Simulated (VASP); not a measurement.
# Si2Mo (P6_222) in VASP: relaxation of cell and atoms with LDA

Aim: the relaxation of cell and atoms of Si2Mo with LDA.

All numbers are computed with VASP 6.6.1; they aren't measurements. Logs are shortened: lines on timing, memory, paths and dates and some standing lists are left out, and cuts for length are marked.

## Step 1: The cell of the first run

It takes space group P6_222 (No. 180, hexagonal). The conventional cell has a = 4.585 Å, b = 4.585 Å, c = 6.580 Å, α = 90.00°, β = 90.00°, γ = 120.00°. Within 3.4 Å of Si (site symmetry 2) lie 9 Si at 2.55 to 3.20 Å and 5 Mo at 2.57 to 2.67 Å. Within 3.4 Å of Mo (site symmetry 222) lie 10 Si at 2.57 to 2.67 Å and 4 Mo at 3.17 Å.

## Step 2: Relaxation of cell and atoms, LDA

INCAR reads:

```
  ALGO = Normal
  EDIFF = 1E-6
  EDIFFG = -0.005
  ENCUT = 600
  GGA = CA
  IBRION = 2
  ISIF = 3
  ISMEAR = 0
  LASPH = True
  LCHARG = False
  LREAL = False
  LWAVE = False
  NELM = 100
  NSW = 100
  PREC = Accurate
  SIGMA = 0.1
```

KPOINTS reads:

```
k-points
0
Gamma
  9 9 6
```

POSCAR reads:

```
Si2Mo
1.0
    4.5854715599      0.0000000000      0.0000000000
   -2.2927357800      3.9711348592      0.0000000000
    0.0000000000      0.0000000000      6.5797601000
Si Mo
6 3
Direct
    0.1638729800      0.8361270200      0.8333333300
    0.3277459600      0.1638729800      0.1666666700
    0.8361270200      0.6722540400      0.5000000000
    0.8361270200      0.1638729800      0.8333333300
    0.6722540400      0.8361270200      0.1666666700
    0.1638729800      0.3277459600      0.5000000000
    0.5000000000      0.0000000000      0.5000000000
    0.0000000000      0.5000000000      0.1666666700
    0.5000000000      0.5000000000      0.8333333300
```

Potentials or basis: VASP PAW LDA potentials, release 64 (Si, Mo_sv).

Command:

```bash
$ cat potpaw_LDA.64/Si/POTCAR potpaw_LDA.64/Mo_sv/POTCAR > POTCAR
$ mpirun -np 1 vasp_std > vasp.out
```

OUTCAR:

```text
EDIFF = 1E-6
   EDIFFG = -0.005
   ENCUT = 600
   GGA = CA
   IBRION = 2
   ISIF = 3
   ISMEAR = 0
   LASPH = True
   LREAL = False
   NELM = 100
   NSW = 100
   PREC = Accurate

 ion  position               nearest neighbor table
   1  0.164  0.836  0.833-   3 2.55   2 2.55   7 2.57   8 2.57   4 2.60   9 2.64   9 2.64   9 2.67
                             4 2.67   4 2.67   6 3.15   5 3.15
   2  0.328  0.164  0.167-   6 2.55   1 2.55   7 2.57   9 2.57   5 2.60   8 2.64   8 2.64   8 2.67
                             5 2.67   5 2.67   3 3.15   4 3.15
   3  0.836  0.672  0.500-   1 2.55   5 2.55   9 2.57   8 2.57   6 2.60   7 2.64   7 2.64   7 2.67
                             6 2.67   6 2.67   2 3.15   4 3.15
   4  0.836  0.164  0.833-   6 2.55   5 2.55   7 2.57   8 2.57   1 2.60   9 2.64   9 2.64   9 2.67
                             1 2.67   1 2.67   3 3.15   2 3.15
   5  0.672  0.836  0.167-   3 2.55   4 2.55   7 2.57   9 2.57   2 2.60   8 2.64   8 2.64   8 2.67
                             2 2.67   2 2.67   6 3.15   1 3.15
   6  0.164  0.328  0.500-   4 2.55   2 2.55   9 2.57   8 2.57   3 2.60   7 2.64   7 2.64   7 2.67
                             3 2.67   3 2.67   5 3.15   1 3.15
   7  0.500  0.000  0.500-   1 2.57   4 2.57   2 2.57   5 2.57   6 2.64   3 2.64   6 2.64   3 2.64
                             6 2.67   3 2.67   8 3.17   8 3.17   9 3.17   9 3.17
   8  0.000  0.500  0.167-   3 2.57   6 2.57   4 2.57   1 2.57   2 2.64   5 2.64   2 2.64   5 2.64
                             5 2.67   2 2.67   7 3.17   7 3.17   9 3.17   9 3.17
   9  0.500  0.500  0.833-   3 2.57   6 2.57   5 2.57   2 2.57   1 2.64   4 2.64   1 2.64   4 2.64
                             1 2.67   4 2.67   7 3.17   7 3.17   8 3.17   8 3.17

  LATTYP: Found a hexagonal cell.
 ALAT       =     4.5854715599
 C/A-ratio  =     1.4349146024

  Lattice vectors:

 A1 = (   4.5854715599,   0.0000000000,   0.0000000000)
 A2 = (  -2.2927357800,   3.9711348592,   0.0000000000)
 A3 = (   0.0000000000,   0.0000000000,   6.5797601000)

Analysis of symmetry for initial positions (statically):
=====================================================================
 Subroutine PRICEL returns:
 Original cell was already a primitive cell.

 Routine SETGRP: Setting up the symmetry group for a
 hexagonal supercell.

 Subroutine GETGRP returns: Found 12 space group operations
 (whereof  4 operations were pure point group operations)
 out of a pool of 24 trial point group operations.

The static configuration has the point symmetry D_2 .
 The point group associated with its full space group is D_6 .

Analysis of symmetry for dynamics (positions and initial velocities):
=====================================================================
 Subroutine PRICEL returns:
 Original cell was already a primitive cell.

 Routine SETGRP: Setting up the symmetry group for a
 hexagonal supercell.

 Subroutine GETGRP returns: Found 12 space group operations
 (whereof  4 operations were pure point group operations)
 out of a pool of 24 trial point group operations.

The dynamic configuration has the point symmetry D_2 .
 The point group associated with its full space group is D_6 .

 Subroutine INISYM returns: Found 12 space group operations
 (whereof  4 operations are pure point group operations),
 and found     1 'primitive' translations

----------------------------------------------------------------------------------------

                                     Primitive cell

  volume of cell :     119.8143

  direct lattice vectors                    reciprocal lattice vectors
     4.585471560  0.000000000  0.000000000     0.218080079  0.125908592  0.000000000
    -2.292735780  3.971134859  0.000000000     0.000000000  0.251817185  0.000000000
     0.000000000  0.000000000  6.579760100     0.000000000  0.000000000  0.151981225

  length of vectors
     4.585471560  4.585471560  6.579760100     0.251817185  0.251817185  0.151981225

  position of ions in fractional coordinates (direct lattice)
     0.163872980  0.836127020  0.833333330
     0.327745960  0.163872980  0.166666670
     0.836127020  0.672254040  0.500000000
     0.836127020  0.163872980  0.833333330
     0.672254040  0.836127020  0.166666670
     0.163872980  0.327745960  0.500000000
     0.500000000  0.000000000  0.500000000
     1.000000000  0.500000000  0.166666670
     0.500000000  0.500000000  0.833333330

  ion indices of the primitive-cell ions
   primitive index   ion index
                 1           1
                 2           2
                 3           3
                 4           4
                 5           5
                 6           6
                 7           7
                 8           8
                 9           9

----------------------------------------------------------------------------------------

 KPOINTS: k-points

Automatic generation of k-mesh.
 Grid dimensions read from file:
 generate k-points for:    9    9    6

 Generating k-lattice:

  Cartesian coordinates                     Fractional coordinates (reciprocal lattice)
     0.024231120  0.013989844  0.000000000     0.111111111 -0.000000000  0.000000000
     0.000000000  0.027979687  0.000000000     0.000000000  0.111111111  0.000000000
     0.000000000  0.000000000  0.025330204     0.000000000  0.000000000  0.166666667

  Length of vectors
     0.027979687  0.027979687  0.025330204

  Shift w.r.t. Gamma in fractional coordinates (k-lattice)
     0.000000000  0.000000000  0.000000000

 Subroutine IBZKPT returns following result:
 ===========================================

 Found     48 irreducible k-points:

 Following reciprocal coordinates:
            Coordinates               Weight
  0.000000  0.000000  0.000000      1.000000
  0.111111  0.000000  0.000000      6.000000
  0.222222 -0.000000  0.000000      6.000000
  0.333333  0.000000  0.000000      6.000000
  0.444444 -0.000000  0.000000      6.000000
  0.111111  0.111111  0.000000      6.000000
[... 16 lines left out ...]
  0.333333  0.222222  0.166667     24.000000
  0.333333  0.333333  0.166667      4.000000
 [... further k-points ...]
   k-points           NKPTS =     48   k-points in BZ     NKDIM =     48   number of bands    NBANDS=     39
   number of dos      NEDOS =    301   number of ions     NIONS =      9
   total plane-waves  NPLWV =  86400
   dimension x,y,z NGX =    40 NGY =   40 NGZ =   54
   dimension x,y,z NGXF=    80 NGYF=   80 NGZF=  108
   ions per type =               6   3
   NGX,Y,Z   is equivalent  to a cutoff of  14.50, 14.50, 13.64 a.u.
   NGXF,Y,Z  is equivalent  to a cutoff of  29.00, 29.00, 27.29 a.u.
 SYSTEM =  unknown system
   PREC   = accura    normal or accurate (medium, high low for compatibility)
   ISTART =      0    job   : 0-new  1-cont  2-samecut
   ICHARG =      2    charge: 1-file 2-atom 10-const
   ISPIN  =      1    spin polarized calculation?
   LNONCOLLINEAR =      F non collinear calculations
   LSORBIT =      F    spin-orbit coupling
   LASPH  =      T    aspherical Exc in radial PAW
   ENCUT  =  600.0 eV  44.10 Ry    6.64 a.u.   9.16  9.16 13.14*2*pi/ulx,y,z
   NELM   =    100;   NELMIN=  2; NELMDL= -5     # of ELM steps
   EDIFF  = 0.1E-05   stopping-criterion for ELM
   LREAL  =      F    real-space projection
   EDIFFG = -.5E-02   stopping-criterion for IOM
   NSW    =    100    number of steps for IOM
   IBRION =      2    ionic relax: 0-MD 1-quasi-New 2-CG
   NFREE  =      1    steps in history (QN), initial steepest desc. (CG)
   ISIF   =      3    stress and relaxation
   ISYM   =      2    0-nonsym 1-usesym 2-fastsym
   POTIM  = 0.5000    time-step for ionic-motion
   TEBEG  =    0.0;   TEEND  =   0.0 temperature during run
   PSTRESS=    0.0 pullay stress
   NELECT =      66.0000    total number of electrons
   NUPDOWN=      -1.0000    fix difference up-down
   EMIN   =  10.00;   EMAX   =-10.00  energy-range for DOS
   EFERMI =   0.00;   METHOD = LEGACY
   ISMEAR =     0;   SIGMA  =   0.10  broadening in eV -4-tet -1-fermi 0-gaus
   EFERMI_NEDOS =   21; number of points for ismear=-14 and -15
   IALGO  =     38    algorithm
   IMIX   =      4    mixing-type and parameters
     AMIX     =   0.40;   BMIX     =  1.00
     AMIX_MAG =   1.60;   BMIX_MAG =  1.00
  volume/ion in A,a.u.               =      13.31        89.84
  Fermi-wavevector in a.u.,A,eV,Ry     =   1.342002  2.536017 24.503685  1.800970
  Thomas-Fermi vector in A             =   2.470191
   LORBIT       =      0    0 simple, 1 ext, 2 COOP (PROOUT), +10 PAW based schemes
   GGA     = CA    functional components
   LHFCALC =     F    Hartree Fock is set to
   AEXX    =    0.0000 exact exchange contribution
   IVDW    =     0    specifies the selected vdW correction
   LEPSILON=     F    determine dielectric tensor
   LRPA    =     F    only Hartree local field effects (RPA)
 conjugate gradient relaxation of ions
 non-spin polarized calculation
 Gauss-broadening in eV      SIGMA  =   0.10
  energy-cutoff  :      600.00
  volume of cell :      119.81
 maximum number of plane-waves:      4023
 NGX is ok and might be reduce to    40
   NGX = 19   NGY = 19   NGZ = 27

--------------------------------------- Ionic step        1  -------------------------------------------

 number of electron      65.9999992 magnetization

 Free energy of the ion-electron system (eV)
  ---------------------------------------------------
  ext. energy  EPLUGINS =         0.00000000
  ---------------------------------------------------
  free energy    TOTEN  =       -77.18060254 eV

  energy without entropy =      -77.17976601  energy(sigma->0) =      -77.18018428

------------------------ aborting loop because EDIFF is reached ----------------------------------------

  FORCE on cell =-STRESS in cart. coord.  units (eV):
  Direction    XX          YY          ZZ          XY          YZ          ZX
  --------------------------------------------------------------------------------------
  -------------------------------------------------------------------------------------
  Total       -3.1635860     -3.1635860     -3.4409933      0.0000000     -0.0000000      0.0000000
  in kB      -42.3040094    -42.3040094    -46.0135471      0.0000000     -0.0000000      0.0000000
  external PRESSURE =     -43.5405220 kB  Pullay stress =       0.0000000 kB
[... 286 lines left out ...]
  energy  without entropy=      -77.2127039451  energy(sigma->0) =      -77.21313634

--------------------------------------- Ionic step        8  -------------------------------------------

 number of electron      65.9999997 magnetization

 Free energy of the ion-electron system (eV)
  ---------------------------------------------------
  ext. energy  EPLUGINS =         0.00000000
  ---------------------------------------------------
  free energy    TOTEN  =       -77.21357590 eV

  energy without entropy =      -77.21271140  energy(sigma->0) =      -77.21314365

 E-fermi :  13.1816     XC(G=0): -12.6790

 val. band max:       13.1059867653   @ k =   0.4444  -0.0000   0.5000
 cond. band min:      13.2546733232   @ k =   0.4444  -0.0000   0.0000
 fundamental gap:      0.1486865579
 Fermi energy:        13.1815650104

 k-point     1 :       0.0000    0.0000    0.0000
  band No.  band energies     occupation
      1     -47.6222      2.00000
      2     -47.5878      2.00000
      3     -47.5878      2.00000
      4     -22.0757      2.00000
      5     -22.0724      2.00000
      6     -22.0724      2.00000
[... 997 lines left out ...]
     38      15.0501      0.00000
     39      15.0515      0.00000

 [... further k-points ...]
[... 5 lines left out ...]
  --------------------------------------------------------------------------------------
  -------------------------------------------------------------------------------------
  Total       -0.0129760     -0.0129760     -0.0365581      0.0000000     -0.0000000     -0.0000000
  in kB       -0.1769967     -0.1769967     -0.4986637      0.0000000     -0.0000000     -0.0000000
  external PRESSURE =      -0.2842190 kB  Pullay stress =       0.0000000 kB
[... 24 lines left out ...]
  FREE ENERGIE OF THE ION-ELECTRON SYSTEM (eV)
  ---------------------------------------------------
  free  energy   TOTEN  =       -77.2135758989 eV

  energy  without entropy=      -77.2127113982  energy(sigma->0) =      -77.21314365

 reached required accuracy - stopping structural energy minimisation
```

Run time: 32 min. Hardware: 1 thread of Intel Xeon 8259CL, shared host; peak memory 0.38 GiB.

What came out:

- Free energy: -77.2136 eV
- Relaxed volume: 13.05 Å³/atom
- Relaxed cell: a = 4.555 Å, b = 4.555 Å, c = 6.538 Å, α = 90.00°, β = 90.00°, γ = 120.00°
- Space group after relaxing (to 0.1 Å): P6_222 (No. 180)
- Energy gained by relaxing: 3.7 meV/atom
- Ionic steps: 8
- Pressure after relaxing: 0.0 GPa
- Band gap on the k mesh: 0.15 eV (least direct gap 0.58 eV)

The path:
```
step  energy change (eV)  largest force (eV/Å)  pressure (GPa)  volume (Å³)
   1              0.0000                0.0487           -4.35       119.81
   2              0.0609                0.0161            8.10       113.65
   3             -0.0328                0.0261           -0.05       117.48
   4             -0.0328                0.0256            0.02       117.43
   5             -0.0330                0.0085            0.05       117.43
   6             -0.0330                0.0021            0.05       117.43
   7             -0.0330                0.0010           -0.07       117.49
   8             -0.0330                0.0006           -0.03       117.46
```

Final structure:
```cif
data_structure
_symmetry_space_group_name_H-M 'P 1'
_symmetry_Int_Tables_number 1
_cell_length_a 4.5548
_cell_length_b 4.5548
_cell_length_c 6.5377
_cell_angle_alpha 90.000
_cell_angle_beta 90.000
_cell_angle_gamma 120.000
_cell_volume 117.46
loop_
_atom_site_label
_atom_site_type_symbol
_atom_site_fract_x
_atom_site_fract_y
_atom_site_fract_z
_atom_site_occupancy
Si1 Si 0.16418 0.83582 0.83333 1
Si2 Si 0.32837 0.16418 0.16667 1
Si3 Si 0.83582 0.67163 0.50000 1
Si4 Si 0.83582 0.16418 0.83333 1
Si5 Si 0.67163 0.83582 0.16667 1
Si6 Si 0.16418 0.32837 0.50000 1
Mo1 Mo 0.50000 0.00000 0.50000 1
Mo2 Mo 0.00000 0.50000 0.16667 1
Mo3 Mo 0.50000 0.50000 0.83333 1
```
